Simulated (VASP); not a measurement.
# Sn7Te9 (a cell with a defect) in VASP: single point with r2SCAN

Aim: the single point of Sn7Te9 (a cell with a defect) with r2SCAN.

Program: VASP 6.6.1. These are calculated values, not measurements. Logs are shortened: lines on timing, memory, paths and dates and some standing lists are left out, and cuts for length are marked.

## (1) The cell of the first run

The cell holds a defect, 16 atoms: a = 10.214 Å, b = 10.214 Å, c = 10.214 Å, α = 60.00°, β = 60.00°, γ = 60.00°.

## (2) Single point, r2SCAN

The input, POSCAR:

```
Sn7Te9
1.0
    0.0000000000      7.2222920000      7.2222920000
    7.2222920000      0.0000000000      7.2222920000
    7.2222920000      7.2222920000      0.0000000000
Te Sn
9 7
Direct
    0.0000000000      0.0000000000      0.0000000000
    0.3750000000      0.3750000000      0.3750000000
    0.3750000000      0.3750000000      0.8750000000
    0.3750000000      0.8750000000      0.3750000000
    0.3750000000      0.8750000000      0.8750000000
    0.8750000000      0.3750000000      0.3750000000
    0.8750000000      0.3750000000      0.8750000000
    0.8750000000      0.8750000000      0.3750000000
    0.8750000000      0.8750000000      0.8750000000
    0.0000000000      0.0000000000      0.5000000000
    0.0000000000      0.5000000000      0.0000000000
    0.0000000000      0.5000000000      0.5000000000
    0.5000000000      0.0000000000      0.0000000000
    0.5000000000      0.0000000000      0.5000000000
    0.5000000000      0.5000000000      0.0000000000
    0.5000000000      0.5000000000      0.5000000000
```

The input, INCAR.step1:

```
PREC = Accurate
ENCUT = 440
ISMEAR = -1
SIGMA = 0.05
LREAL = F
LASPH = T
NELM = 120
NBANDS = 90
GGA = PE
ALGO = Normal
EDIFF = 1E-5
LWAVE = T
LCHARG = F
GGA_COMPAT = F
```

The input, INCAR.step2:

```
PREC = Accurate
ENCUT = 440
EDIFF = 1E-6
ISMEAR = -1
SIGMA = 0.05
LREAL = F
LASPH = T
NELM = 120
ALGO = Normal
ISIF = 2
LWAVE = F
LCHARG = F
METAGGA = R2SCAN
LMIXTAU = T
NBANDS = 90
ISTART = 1
GGA_COMPAT = F
```

The input, KPOINTS:

```
regular mesh
0
Gamma
  2 2 2
```

Potentials or basis: VASP PAW PBE potentials, release 64 (Te, Sn_d).

Launch:

```console
> cat potpaw_PBE.64/Te/POTCAR potpaw_PBE.64/Sn_d/POTCAR > POTCAR
> cp INCAR.step1 INCAR
> mpirun -np 1 vasp_std > vasp.out
> cp INCAR.step2 INCAR
> mpirun -np 1 vasp_std > vasp.out
```

OUTCAR:

```text
PREC = Accurate
   ENCUT = 440
   EDIFF = 1E-6
   ISMEAR = -1
   LREAL = F
   LASPH = T
   NELM = 120
   ISIF = 2
   METAGGA = R2SCAN
   ISTART = 1

 ion  position               nearest neighbor table
   1  0.000  0.000  0.000-   5 3.13   7 3.13   8 3.13   9 3.13
   2  0.375  0.375  0.375-  12 3.13  14 3.13  15 3.13  16 3.13
   3  0.375  0.375  0.875-  11 3.13  13 3.13  15 3.13  16 3.13
   4  0.375  0.875  0.375-  10 3.13  13 3.13  14 3.13  16 3.13
   5  0.375  0.875  0.875-   1 3.13  13 3.13  14 3.13  15 3.13
   6  0.875  0.375  0.375-  10 3.13  11 3.13  12 3.13  16 3.13
[... 8 lines left out ...]
  15  0.500  0.500  0.000-   2 3.13   3 3.13   5 3.13   7 3.13
  16  0.500  0.500  0.500-   2 3.13   3 3.13   4 3.13   6 3.13

  LATTYP: Found a face centered cubic cell.
 ALAT       =    14.4445840000

  Lattice vectors:

 A1 = (   0.0000000000,   7.2222920000,   7.2222920000)
 A2 = (   7.2222920000,   0.0000000000,   7.2222920000)
 A3 = (   7.2222920000,   7.2222920000,   0.0000000000)

Analysis of symmetry for initial positions (statically):
=====================================================================
 Subroutine PRICEL returns:
 Original cell was already a primitive cell.

 Routine SETGRP: Setting up the symmetry group for a
 face centered cubic supercell.

 Subroutine GETGRP returns: Found 24 space group operations
 (whereof 24 operations were pure point group operations)
 out of a pool of 48 trial point group operations.

The static configuration has the point symmetry T_d .

Analysis of symmetry for dynamics (positions and initial velocities):
=====================================================================
 Subroutine PRICEL returns:
 Original cell was already a primitive cell.

 Routine SETGRP: Setting up the symmetry group for a
 face centered cubic supercell.

 Subroutine GETGRP returns: Found 24 space group operations
 (whereof 24 operations were pure point group operations)
 out of a pool of 48 trial point group operations.

The dynamic configuration has the point symmetry T_d .

 Subroutine INISYM returns: Found 24 space group operations
 (whereof 24 operations are pure point group operations),
 and found     1 'primitive' translations

----------------------------------------------------------------------------------------

                                     Primitive cell

  volume of cell :     753.4512

  direct lattice vectors                    reciprocal lattice vectors
     0.000000000  7.222292000  7.222292000    -0.069230100  0.069230100  0.069230100
     7.222292000  0.000000000  7.222292000     0.069230100 -0.069230100  0.069230100
     7.222292000  7.222292000  0.000000000     0.069230100  0.069230100 -0.069230100

  length of vectors
    10.213863298 10.213863298 10.213863298     0.119910051  0.119910051  0.119910051

  position of ions in fractional coordinates (direct lattice)
     0.000000000  0.000000000  0.000000000
     0.375000000  0.375000000  0.375000000
     0.375000000  0.375000000  0.875000000
     0.375000000  0.875000000  0.375000000
     0.375000000  0.875000000  0.875000000
     0.875000000  0.375000000  0.375000000
[... 8 lines left out ...]
     0.500000000  0.500000000  0.000000000
     0.500000000  0.500000000  0.500000000

  ion indices of the primitive-cell ions
   primitive index   ion index
                 1           1
                 2           2
                 3           3
                 4           4
                 5           5
                 6           6
[... 8 lines left out ...]
                15          15
                16          16

----------------------------------------------------------------------------------------

 KPOINTS: regular mesh

Automatic generation of k-mesh.
 Grid dimensions read from file:
 generate k-points for:    2    2    2

 Generating k-lattice:

  Cartesian coordinates                     Fractional coordinates (reciprocal lattice)
    -0.034615050  0.034615050  0.034615050     0.500000000  0.000000000  0.000000000
     0.034615050 -0.034615050  0.034615050     0.000000000  0.500000000  0.000000000
     0.034615050  0.034615050 -0.034615050     0.000000000  0.000000000  0.500000000

  Length of vectors
     0.059955026  0.059955026  0.059955026

  Shift w.r.t. Gamma in fractional coordinates (k-lattice)
     0.000000000  0.000000000  0.000000000

 Subroutine IBZKPT returns following result:
 ===========================================

 Found      3 irreducible k-points:

 Following reciprocal coordinates:
            Coordinates               Weight
  0.000000  0.000000  0.000000      1.000000
  0.500000  0.000000  0.000000      4.000000
  0.500000  0.500000  0.000000      3.000000
   k-points           NKPTS =      3   k-points in BZ     NKDIM =      3   number of bands    NBANDS=     90
   number of dos      NEDOS =    301   number of ions     NIONS =     16
   total plane-waves  NPLWV = 343000
   dimension x,y,z NGX =    70 NGY =   70 NGZ =   70
   dimension x,y,z NGXF=   140 NGYF=  140 NGZF=  140
   ions per type =               9   7
   NGX,Y,Z   is equivalent  to a cutoff of  11.39, 11.39, 11.39 a.u.
   NGXF,Y,Z  is equivalent  to a cutoff of  22.79, 22.79, 22.79 a.u.
 SYSTEM =  unknown system
   PREC   = accura    normal or accurate (medium, high low for compatibility)
   ISTART =      1    job   : 0-new  1-cont  2-samecut
   ICHARG =      0    charge: 1-file 2-atom 10-const
   ISPIN  =      1    spin polarized calculation?
   LNONCOLLINEAR =      F non collinear calculations
   LSORBIT =      F    spin-orbit coupling
   LASPH  =      T    aspherical Exc in radial PAW
   ENCUT  =  440.0 eV  32.34 Ry    5.69 a.u.  17.47 17.47 17.47*2*pi/ulx,y,z
   NELM   =    120;   NELMIN=  2; NELMDL=  0     # of ELM steps
   EDIFF  = 0.1E-05   stopping-criterion for ELM
   LREAL  =      F    real-space projection
   EDIFFG = 0.1E-04   stopping-criterion for IOM
   NSW    =      0    number of steps for IOM
   IBRION =     -1    ionic relax: 0-MD 1-quasi-New 2-CG
   NFREE  =      0    steps in history (QN), initial steepest desc. (CG)
   ISIF   =      2    stress and relaxation
   ISYM   =      2    0-nonsym 1-usesym 2-fastsym
   POTIM  = 0.5000    time-step for ionic-motion
   TEBEG  =    0.0;   TEEND  =   0.0 temperature during run
   PSTRESS=    0.0 pullay stress
   NELECT =     152.0000    total number of electrons
   NUPDOWN=      -1.0000    fix difference up-down
   EMIN   =  10.00;   EMAX   =-10.00  energy-range for DOS
   EFERMI =   0.00;   METHOD = LEGACY
   ISMEAR =    -1;   SIGMA  =   0.05  broadening in eV -4-tet -1-fermi 0-gaus
   EFERMI_NEDOS =   21; number of points for ismear=-14 and -15
   IALGO  =     38    algorithm
   IMIX   =      4    mixing-type and parameters
     AMIX     =   0.40;   BMIX     =  1.00
     AMIX_MAG =   1.60;   BMIX_MAG =  1.00
  volume/ion in A,a.u.               =      47.09       317.78
  Fermi-wavevector in a.u.,A,eV,Ry     =   0.960147  1.814414 12.542965  0.921882
  Thomas-Fermi vector in A             =   2.089405
   LORBIT       =      0    0 simple, 1 ext, 2 COOP (PROOUT), +10 PAW based schemes
   METAGGA = R2SCAN    functional components
   LHFCALC =     F    Hartree Fock is set to
   AEXX    =    0.0000 exact exchange contribution
   IVDW    =     0    specifies the selected vdW correction
   LEPSILON=     F    determine dielectric tensor
   LRPA    =     F    only Hartree local field effects (RPA)
 non-spin polarized calculation
  energy-cutoff  :      440.00
  volume of cell :      753.45
 maximum number of plane-waves:     15808
 NGX is ok and might be reduce to    70
   NGX = 35   NGY = 35   NGZ = 35

 number of electron     152.0000093 magnetization

 Free energy of the ion-electron system (eV)
  ---------------------------------------------------
  ext. energy  EPLUGINS =         0.00000000
  ---------------------------------------------------
  free energy    TOTEN  =      -399.94770133 eV

  energy without entropy =     -399.88863314  energy(sigma->0) =     -399.91816723

 E-fermi :   3.0995     XC(G=0):  -7.9710

 val. band max:        3.0620413465   @ k =   0.5000   0.0000   0.0000
 cond. band min:       3.4162105371   @ k =   0.5000   0.5000   0.0000
 fundamental gap:      0.3541691906
 Fermi energy:         3.0994516926

 k-point     1 :       0.0000    0.0000    0.0000
  band No.  band energies     occupation
      1     -19.4953      2.00000
      2     -19.4933      2.00000
      3     -19.4933      2.00000
      4     -19.4933      2.00000
      5     -19.4921      2.00000
      6     -19.4921      2.00000
[... 80 lines left out ...]
     87       4.9659      0.00000
     88       4.9659      0.00000

 k-point     2 :       0.5000    0.0000    0.0000
  band No.  band energies     occupation
      1     -19.4943      2.00000
      2     -19.4942      2.00000
      3     -19.4927      2.00000
      4     -19.4927      2.00000
      5     -19.4927      2.00000
      6     -19.4927      2.00000
[... 80 lines left out ...]
     87       4.9067      0.00000
     88       5.4376      0.00000

 k-point     3 :       0.5000    0.5000    0.0000
  band No.  band energies     occupation
      1     -19.4942      2.00000
      2     -19.4933      2.00000
      3     -19.4933      2.00000
      4     -19.4933      2.00000
      5     -19.4932      2.00000
      6     -19.4921      2.00000
[... 80 lines left out ...]
     87       5.2084      0.00000
     88       5.3496      0.00000
 [bands above 88 left out]

------------------------ aborting loop because EDIFF is reached ----------------------------------------

  FORCE on cell =-STRESS in cart. coord.  units (eV):
  Direction    XX          YY          ZZ          XY          YZ          ZX
  --------------------------------------------------------------------------------------
  -------------------------------------------------------------------------------------
  Total       -4.7082509     -4.7082509     -4.7082509      0.0000000     -0.0000000     -0.0000000
  in kB      -10.0118666    -10.0118666    -10.0118666      0.0000000     -0.0000000     -0.0000000
  external PRESSURE =     -10.0118666 kB  Pullay stress =       0.0000000 kB

 VOLUME and BASIS-vectors are now :
 -----------------------------------------------------------------------------
  energy-cutoff  :      440.00
  volume of cell :      753.45
      direct lattice vectors                 reciprocal lattice vectors
     0.000000000  7.222292000  7.222292000    -0.069230100  0.069230100  0.069230100
     7.222292000  0.000000000  7.222292000     0.069230100 -0.069230100  0.069230100
     7.222292000  7.222292000  0.000000000     0.069230100  0.069230100 -0.069230100

 POSITION                                       TOTAL-FORCE (eV/Angst)
 -----------------------------------------------------------------------------------
      0.00000      0.00000      0.00000        -0.000000     -0.000000     -0.000000
      5.41672      5.41672      5.41672         0.002393      0.002393      0.002393
      9.02787      9.02787      5.41672        -0.002393     -0.002393      0.002393
      9.02787      5.41672      9.02787        -0.002393      0.002393     -0.002393
     12.63901      9.02787      9.02787         0.003257     -0.003257     -0.003257
      5.41672      9.02787      9.02787         0.002393     -0.002393     -0.002393
[... 8 lines left out ...]
      3.61115      3.61115      7.22229        -0.000000     -0.000000      0.076551
      7.22229      7.22229      7.22229        -0.000000     -0.000000     -0.000000
 -----------------------------------------------------------------------------------
    total drift:                               -0.000001     -0.000001     -0.000001

  FREE ENERGIE OF THE ION-ELECTRON SYSTEM (eV)
  ---------------------------------------------------
  free  energy   TOTEN  =      -399.9477013303 eV

  energy  without entropy=     -399.8886331353  energy(sigma->0) =     -399.91816723
```

It took 13 min on 1 thread of Intel Xeon 6975P-C (Granite Rapids), shared host; peak memory 0.79 GiB.

What came out:

| Quantity | Value |
| --- | --- |
| Free energy | -399.9477 eV |
| Pressure | -1.0 GPa |
| Largest force | 0.077 eV/Å |
| Band gap on the k mesh | zero (bands 76 and 77 overlap by 0.27 eV) |

Forces in eV/Å, atoms in the order of the input:
```
Te   0.000  0.000  0.000
Te   0.002  0.002  0.002
Te  -0.002 -0.002  0.002
Te  -0.002  0.002 -0.002
Te   0.003 -0.003 -0.003
Te   0.002 -0.002 -0.002
Te  -0.003  0.003 -0.003
Te  -0.003 -0.003  0.003
Te   0.003  0.003  0.003
Sn   0.000  0.000 -0.077
Sn   0.000 -0.077  0.000
Sn   0.077  0.000  0.000
Sn  -0.077  0.000  0.000
Sn   0.000  0.077  0.000
Sn   0.000  0.000  0.077
Sn   0.000  0.000  0.000
```

Levels at points of the mesh, in eV from the Fermi level:
```
           k point  band 73  band 74  band 75  band 76  band 77  band 78  band 79  band 80
(0.00, 0.00, 0.00)    -1.00    -0.79    -0.79    -0.31    -0.31    -0.31     0.64     0.64
(0.50, 0.00, 0.00)    -0.84    -0.78    -0.78    -0.04     0.34     0.34     1.17     1.17
(0.50, 0.50, 0.00)    -1.03    -0.23    -0.20    -0.06     0.32     0.32     0.39     1.33
```

Caveat: the k points lie up to 0.38 Å⁻¹ apart; the PAW data sets were made with another functional, which shifts forces and pressure a little; spin-orbit coupling is left out, which moves the levels of the heavy elements.
